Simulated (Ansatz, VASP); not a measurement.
**One calculation of Al32O, two programs**

Contents of INCAR:

```
PREC = Accurate ; ENCUT = 520
EDIFF = 1E-6 ; ISMEAR = 0
SIGMA = 0.1 ; LREAL = Auto
LASPH = True ; NELM = 80
ALGO = Normal ; ISIF = 2
LWAVE = False ; LCHARG = False
LDIPOL = True ; IDIPOL = 3
DIPOL = 0.5 0.5 0.370 ; GGA = PE
IVDW = 12 ; NBANDS = 73
```

File KPOINTS:

```
regular mesh
0
Gamma
  6 6 1
```

The input POSCAR:

```
Al32O
1.0
    5.6288445222      0.0000000000      0.0000000000
   -2.8144222611      4.8747223502      0.0000000000
    0.0000000000      0.0000000000     33.5549453352
Al O
32 1
Direct
    0.1666666667      0.3333333333      0.1192074658
    0.1666666667      0.8333333333      0.1192074658
    0.6666666667      0.3333333333      0.1192074658
    0.6666666667      0.8333333333      0.1192074658
    0.0000000000      0.0000000000      0.1880575786
    0.0000000000      0.5000000000      0.1880575786
    0.5000000000      0.0000000000      0.1880575786
    0.5000000000      0.5000000000      0.1880575786
    0.3333333333      0.1666666667      0.2569076914
    0.3333333333      0.6666666667      0.2569076914
    0.8333333333      0.1666666667      0.2569076914
    0.8333333333      0.6666666667      0.2569076914
    0.0000000000      0.0000000000      0.3257578042
    0.0000000000      0.5000000000      0.3257578042
    0.5000000000      0.0000000000      0.3257578042
    0.5000000000      0.5000000000      0.3257578042
    0.1666666667      0.3333333333      0.3941383343
    0.1666666667      0.8333333333      0.3941383343
    0.6666666667      0.3333333333      0.3941383343
    0.6666666667      0.8333333333      0.3941383343
    0.0000000000      0.0000000000      0.4632563468
    0.0000000000      0.5000000000      0.4632563468
    0.5000000000      0.0000000000      0.4632563468
    0.5000000000      0.5000000000      0.4632563468
    0.3333333333      0.1666666667      0.5326957441
    0.3333333333      0.6666666667      0.5326957441
    0.8333333333      0.1666666667      0.5326957441
    0.8333333333      0.6666666667      0.5326957441
    0.0000000000      0.0000000000      0.6036351761
    0.0000000000      0.5000000000      0.6036351761
    0.5000000000      0.0000000000      0.6036351761
    0.5000000000      0.5000000000      0.6036351761
    0.3333333333      0.1666666667      0.6781398422
```

Input for Ansatz:

```yaml
crystal:
  lattice:
    - [5.6288445222, 0.0, 0.0]
    - [-2.8144222611, 4.8747223502, 0.0]
    - [0.0, 0.0, 33.5549453352]
  atoms:
    - { symbol: Al, position: [0.1666666667, 0.3333333333, 0.1192074658] }
    - { symbol: Al, position: [0.1666666667, 0.8333333333, 0.1192074658] }
    - { symbol: Al, position: [0.6666666667, 0.3333333333, 0.1192074658] }
    - { symbol: Al, position: [0.6666666667, 0.8333333333, 0.1192074658] }
    - { symbol: Al, position: [0.0, 0.0, 0.1880575786] }
    - { symbol: Al, position: [0.0, 0.5, 0.1880575786] }
    - { symbol: Al, position: [0.5, 0.0, 0.1880575786] }
    - { symbol: Al, position: [0.5, 0.5, 0.1880575786] }
    - { symbol: Al, position: [0.3333333333, 0.1666666667, 0.2569076914] }
    - { symbol: Al, position: [0.3333333333, 0.6666666667, 0.2569076914] }
    - { symbol: Al, position: [0.8333333333, 0.1666666667, 0.2569076914] }
    - { symbol: Al, position: [0.8333333333, 0.6666666667, 0.2569076914] }
    - { symbol: Al, position: [0.0, 0.0, 0.3257578042] }
    - { symbol: Al, position: [0.0, 0.5, 0.3257578042] }
    - { symbol: Al, position: [0.5, 0.0, 0.3257578042] }
    - { symbol: Al, position: [0.5, 0.5, 0.3257578042] }
    - { symbol: Al, position: [0.1666666667, 0.3333333333, 0.3941383343] }
    - { symbol: Al, position: [0.1666666667, 0.8333333333, 0.3941383343] }
    - { symbol: Al, position: [0.6666666667, 0.3333333333, 0.3941383343] }
    - { symbol: Al, position: [0.6666666667, 0.8333333333, 0.3941383343] }
    - { symbol: Al, position: [0.0, 0.0, 0.4632563468] }
    - { symbol: Al, position: [0.0, 0.5, 0.4632563468] }
    - { symbol: Al, position: [0.5, 0.0, 0.4632563468] }
    - { symbol: Al, position: [0.5, 0.5, 0.4632563468] }
    - { symbol: Al, position: [0.3333333333, 0.1666666667, 0.5326957441] }
    - { symbol: Al, position: [0.3333333333, 0.6666666667, 0.5326957441] }
    - { symbol: Al, position: [0.8333333333, 0.1666666667, 0.5326957441] }
    - { symbol: Al, position: [0.8333333333, 0.6666666667, 0.5326957441] }
    - { symbol: Al, position: [0.0, 0.0, 0.6036351761] }
    - { symbol: Al, position: [0.0, 0.5, 0.6036351761] }
    - { symbol: Al, position: [0.5, 0.0, 0.6036351761] }
    - { symbol: Al, position: [0.5, 0.5, 0.6036351761] }
    - { symbol: O, position: [0.3333333333, 0.1666666667, 0.6781398422] }
basis:
  ecutwfc: 420
kpoints:
  mp_grid: { grid: [6, 6, 1] }
hamiltonian:
  xc: pbe
  pseudopotentials: { kind: paw, azcp: { folder: soft_1 } }
  dispersion: d3bj
scf:
  occupations: { method: gaussian, width: 0.1 }
output:
  forces: true
  eigenvalues: true
efield:
  axis: 3
  dipole_correction: true
  ramp_width: 0.04
```

Alike in both runs: task single point; functional PBE; dispersion D3(BJ); k mesh 6 × 6 × 1; occupations gaussian, width 0.1 eV; no spin polarisation.

|  | VASP | Ansatz |
| --- | --- | --- |
| version | VASP 6.6.1 | Ansatz 0.2.0 |
| potentials or method | VASP PAW PBE potentials, release 64 (Al, O), cutoff 520 eV | scalar-relativistic, plane waves, PAW |
| valence electrons in the cell | 102 | 102 |

```tsv
	VASP	Ansatz	Ansatz less VASP
gap on the k mesh at the Fermi level (eV)	none	none	-
rms of the force components (eV/Å)	0.370	0.370	-0.0002
```

Atom by atom the forces differ by 0.001 eV/Å (rms over components). A gap of «none» marks a metal or a gap that the smearing closes.
